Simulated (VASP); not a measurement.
# BN (F-43m) in VASP: a series of runs, part 2 of 3

VASP 6.6.1. Earlier steps stand in the parts before.

## (3) Single point, PBEsol (volume scaled by 1.01)

File INCAR:

```
SYSTEM = BN
PREC     = Accurate       ! precision mode
ENCUT    = 520            ! plane-wave cutoff, eV
EDIFF    = 1E-6           ! SCF threshold, eV
ISMEAR   = -1             ! smearing method
SIGMA    = 0.03           ! smearing width, eV
LREAL    = .False.        ! projectors in reciprocal space
LASPH    = .True.         ! aspherical terms in the spheres
NELM     = 80             ! most SCF steps
ALGO     = Normal         ! electronic algorithm
ISIF     = 2              ! what is computed and relaxed
LWAVE    = .False.        ! write WAVECAR
LCHARG   = .True.         ! write CHGCAR
GGA      = PS             ! functional
LELF     = .True.         ! ELF
LVHAR    = .True.       
NBANDS   = 11             ! bands
```

File KPOINTS:

```
Automatic mesh
0
Gamma
  13 13 13
  0 0 0
```

File POSCAR:

```
BN
1.0
    0.0000000000      1.8135050275      1.8135050275
    1.8135050275      0.0000000000      1.8135050275
    1.8135050275      1.8135050275      0.0000000000
B N
1 1
Direct
    0.0000000000      0.0000000000      0.0000000000
    0.7500000000      0.7500000000      0.7500000000
```

Potentials or basis: VASP PAW PBE potentials, release 64 (B, N).

On the command line:

```sh
$ cat potpaw_PBE.64/B/POTCAR potpaw_PBE.64/N/POTCAR > POTCAR
$ mpirun -np 1 vasp_std > vasp.out
```

OUTCAR:

```text
SYSTEM = BN
   PREC = Accurate
   ENCUT = 520
   EDIFF = 1E-6
   ISMEAR = -1
   LREAL = .False.
   LASPH = .True.
   NELM = 80
   ISIF = 2
   GGA = PS

 ion  position               nearest neighbor table
   1  0.000  0.000  0.000-   2 1.57   2 1.57   2 1.57   2 1.57
   2  0.750  0.750  0.750-   1 1.57   1 1.57   1 1.57   1 1.57

  LATTYP: Found a face centered cubic cell.
 ALAT       =     3.6270100550

  Lattice vectors:

 A1 = (   0.0000000000,   1.8135050275,   1.8135050275)
 A2 = (   1.8135050275,   0.0000000000,   1.8135050275)
 A3 = (   1.8135050275,   1.8135050275,   0.0000000000)

Analysis of symmetry for initial positions (statically):
=====================================================================
 Subroutine PRICEL returns:
 Original cell was already a primitive cell.

 Routine SETGRP: Setting up the symmetry group for a
 face centered cubic supercell.

 Subroutine GETGRP returns: Found 24 space group operations
 (whereof 24 operations were pure point group operations)
 out of a pool of 48 trial point group operations.

The static configuration has the point symmetry T_d .

Analysis of symmetry for dynamics (positions and initial velocities):
=====================================================================
 Subroutine PRICEL returns:
 Original cell was already a primitive cell.

 Routine SETGRP: Setting up the symmetry group for a
 face centered cubic supercell.

 Subroutine GETGRP returns: Found 24 space group operations
 (whereof 24 operations were pure point group operations)
 out of a pool of 48 trial point group operations.

The dynamic configuration has the point symmetry T_d .

 Subroutine INISYM returns: Found 24 space group operations
 (whereof 24 operations are pure point group operations),
 and found     1 'primitive' translations

----------------------------------------------------------------------------------------

                                     Primitive cell

  volume of cell :      11.9285

  direct lattice vectors                    reciprocal lattice vectors
     0.000000000  1.813505027  1.813505027    -0.275709189  0.275709189  0.275709189
     1.813505027  0.000000000  1.813505027     0.275709189 -0.275709189  0.275709189
     1.813505027  1.813505027  0.000000000     0.275709189  0.275709189 -0.275709189

  length of vectors
     2.564683405  2.564683405  2.564683405     0.477542323  0.477542323  0.477542323

  position of ions in fractional coordinates (direct lattice)
     0.000000000  0.000000000  0.000000000
     0.750000000  0.750000000  0.750000000

  ion indices of the primitive-cell ions
   primitive index   ion index
                 1           1
                 2           2

----------------------------------------------------------------------------------------

 KPOINTS: Automatic mesh

Automatic generation of k-mesh.
 Grid dimensions read from file:
 generate k-points for:   13   13   13

 Generating k-lattice:

  Cartesian coordinates                     Fractional coordinates (reciprocal lattice)
    -0.021208399  0.021208399  0.021208399     0.076923077  0.000000000  0.000000000
     0.021208399 -0.021208399  0.021208399     0.000000000  0.076923077  0.000000000
     0.021208399  0.021208399 -0.021208399     0.000000000  0.000000000  0.076923077

  Length of vectors
     0.036734025  0.036734025  0.036734025

  Shift w.r.t. Gamma in fractional coordinates (k-lattice)
     0.000000000  0.000000000  0.000000000

 Subroutine IBZKPT returns following result:
 ===========================================

 Found     84 irreducible k-points:

 Following reciprocal coordinates:
            Coordinates               Weight
  0.000000  0.000000  0.000000      1.000000
  0.076923  0.000000  0.000000      8.000000
  0.153846  0.000000  0.000000      8.000000
  0.230769  0.000000  0.000000      8.000000
  0.307692  0.000000  0.000000      8.000000
  0.384615  0.000000  0.000000      8.000000
[... 16 lines left out ...]
  0.384615  0.153846  0.000000     24.000000
  0.461538  0.153846  0.000000     24.000000
 [... further k-points ...]
   k-points           NKPTS =     84   k-points in BZ     NKDIM =     84   number of bands    NBANDS=     11
   number of dos      NEDOS =    301   number of ions     NIONS =      2
   total plane-waves  NPLWV =   8000
   dimension x,y,z NGX =    20 NGY =   20 NGZ =   20
   dimension x,y,z NGXF=    40 NGYF=   40 NGZF=   40
   ions per type =               1   1
   NGX,Y,Z   is equivalent  to a cutoff of  12.96, 12.96, 12.96 a.u.
   NGXF,Y,Z  is equivalent  to a cutoff of  25.93, 25.93, 25.93 a.u.
 SYSTEM =  BN
   PREC   = accura    normal or accurate (medium, high low for compatibility)
   ISTART =      0    job   : 0-new  1-cont  2-samecut
   ICHARG =      2    charge: 1-file 2-atom 10-const
   ISPIN  =      1    spin polarized calculation?
   LNONCOLLINEAR =      F non collinear calculations
   LSORBIT =      F    spin-orbit coupling
   LASPH  =      T    aspherical Exc in radial PAW
   ENCUT  =  520.0 eV  38.22 Ry    6.18 a.u.   4.77  4.77  4.77*2*pi/ulx,y,z
   NELM   =     80;   NELMIN=  2; NELMDL= -5     # of ELM steps
   EDIFF  = 0.1E-05   stopping-criterion for ELM
   LREAL  =      F    real-space projection
[... 7 lines left out ...]
   TEBEG  =    0.0;   TEEND  =   0.0 temperature during run
   PSTRESS=    0.0 pullay stress
   NELECT =       8.0000    total number of electrons
   NUPDOWN=      -1.0000    fix difference up-down
   EMIN   =  10.00;   EMAX   =-10.00  energy-range for DOS
   EFERMI =   0.00;   METHOD = LEGACY
   ISMEAR =    -1;   SIGMA  =   0.03  broadening in eV -4-tet -1-fermi 0-gaus
   EFERMI_NEDOS =   21; number of points for ismear=-14 and -15
   IALGO  =     38    algorithm
   IMIX   =      4    mixing-type and parameters
     AMIX     =   0.40;   BMIX     =  1.00
     AMIX_MAG =   1.60;   BMIX_MAG =  1.00
  volume/ion in A,a.u.               =       5.96        40.25
  Fermi-wavevector in a.u.,A,eV,Ry     =   1.432989  2.707956 27.938969  2.053456
  Thomas-Fermi vector in A             =   2.552556
   LORBIT       =      0    0 simple, 1 ext, 2 COOP (PROOUT), +10 PAW based schemes
   GGA     = PS    functional components
   LHFCALC =     F    Hartree Fock is set to
   AEXX    =    0.0000 exact exchange contribution
   IVDW    =     0    specifies the selected vdW correction
   LEPSILON=     F    determine dielectric tensor
   LRPA    =     F    only Hartree local field effects (RPA)
 non-spin polarized calculation
  energy-cutoff  :      520.00
  volume of cell :       11.93
 maximum number of plane-waves:       331
   NGX =  9   NGY =  9   NGZ =  9

 number of electron       7.9999999 magnetization

 Free energy of the ion-electron system (eV)
  ---------------------------------------------------
  ext. energy  EPLUGINS =         0.00000000
  ---------------------------------------------------
  free energy    TOTEN  =       -18.34359225 eV

  energy without entropy =      -18.34359225  energy(sigma->0) =      -18.34359225

 E-fermi :   7.9200     XC(G=0): -12.9677

 val. band max:        7.2407209400   @ k =   0.0000   0.0000   0.0000
 cond. band min:      11.5822342814   @ k =   0.4615   0.4615   0.0000
 fundamental gap:      4.3415133414
 Fermi energy:         7.9199943281

 k-point     1 :       0.0000    0.0000    0.0000
  band No.  band energies     occupation
      1     -12.8992      2.00000
      2       7.2407      2.00000
      3       7.2407      2.00000
      4       7.2407      2.00000
      5      15.9558      0.00000
      6      15.9558      0.00000
      7      15.9558      0.00000
      8      17.3482      0.00000
      9      31.5649      0.00000
     10      34.8086      0.00000
     11      34.8086      0.00000
[... 309 lines left out ...]
 k-point    24 :       0.4615    0.1538    0.0000
  band No.  band energies     occupation
      1      -8.9232      2.00000
      2      -2.0199      2.00000
      3       3.9842      2.00000
      4       4.4207      2.00000
      5      15.9645      0.00000
      6      19.1875      0.00000
      7      19.6162      0.00000
      8      21.7025      0.00000
      9      27.7752      0.00000
     10      33.1783      0.00000
     11      34.9791      0.00000

 [... further k-points ...]

------------------------ aborting loop because EDIFF is reached ----------------------------------------

  FORCE on cell =-STRESS in cart. coord.  units (eV):
  Direction    XX          YY          ZZ          XY          YZ          ZX
  --------------------------------------------------------------------------------------
  -------------------------------------------------------------------------------------
  Total       -0.4500980     -0.4500980     -0.4500980     -0.0000000      0.0000000     -0.0000000
  in kB      -60.4548864    -60.4548864    -60.4548864     -0.0000000      0.0000000     -0.0000000
  external PRESSURE =     -60.4548864 kB  Pullay stress =       0.0000000 kB

 VOLUME and BASIS-vectors are now :
 -----------------------------------------------------------------------------
  energy-cutoff  :      520.00
  volume of cell :       11.93
      direct lattice vectors                 reciprocal lattice vectors
     0.000000000  1.813505027  1.813505027    -0.275709189  0.275709189  0.275709189
     1.813505027  0.000000000  1.813505027     0.275709189 -0.275709189  0.275709189
     1.813505027  1.813505027  0.000000000     0.275709189  0.275709189 -0.275709189

 POSITION                                       TOTAL-FORCE (eV/Angst)
 -----------------------------------------------------------------------------------
      0.00000      0.00000      0.00000         0.000000      0.000000      0.000000
      2.72026      2.72026      2.72026        -0.000000     -0.000000     -0.000000
 -----------------------------------------------------------------------------------
    total drift:                               -0.000000     -0.000000     -0.000000

  FREE ENERGIE OF THE ION-ELECTRON SYSTEM (eV)
  ---------------------------------------------------
  free  energy   TOTEN  =       -18.3435922489 eV

  energy  without entropy=      -18.3435922489  energy(sigma->0) =      -18.34359225
```

Run time: 16 s. Hardware: 1 thread of Intel Xeon 8259CL, shared host; peak memory 0.12 GiB.

Results:

```yaml
Free_energy: -18.3436 eV
Pressure: -6.0 GPa
Band_gap_on_the_k_mesh: 4.34 eV, indirect (least direct gap 8.72 eV)
```

Caveat: the PAW data sets were made with another functional, which shifts forces and pressure a little. A k mesh can miss the band edges.

## (4) Single point, PBEsol (volume scaled by 1.04)

File INCAR:

```
ALGO = Normal ; EDIFF = 1E-7
ENCUT = 520 ; GGA = PS
ISIF = 2 ; ISMEAR = -1
LASPH = True ; LCHARG = False
LREAL = False ; LWAVE = False
NBANDS = 11 ; NELM = 80
PREC = Accurate ; SIGMA = 0.03
```

File KPOINTS:

```
k-points
0
Gamma
  13 13 13
```

File POSCAR:

```
BN
1.0
    0.0000000000      1.8312856224      1.8312856224
    1.8312856224      0.0000000000      1.8312856224
    1.8312856224      1.8312856224      0.0000000000
B N
1 1
Direct
    0.0000000000      0.0000000000      0.0000000000
    0.7500000000      0.7500000000      0.7500000000
```

On the command line:

```sh
$ cat potpaw_PBE.64/B/POTCAR potpaw_PBE.64/N/POTCAR > POTCAR
$ mpirun -np 1 vasp_std > vasp.out
```

Run time: 16 s. Hardware: 1 thread of Intel Xeon 8259CL, shared host; peak memory 0.12 GiB.

Results (log left out):

| Item | Value |
| --- | --- |
| Free energy | -18.3194 eV |
| Pressure | -16.2 GPa |
| Band gap on the k mesh | 4.31 eV, indirect (least direct gap 8.58 eV) |

Levels at points of the mesh, in eV from the valence-band top:
| k point | band 2 | band 3 | band 4 | band 5 | band 6 | band 7 |
| --- | --- | --- | --- | --- | --- | --- |
| (0.00, 0.00, 0.00) | 0.00 | 0.00 | 0.00 | 8.58 | 8.58 | 8.58 |

Caveat: the PAW data sets were made with another functional, which shifts forces and pressure a little.

(Continued in part 3 of 3.)
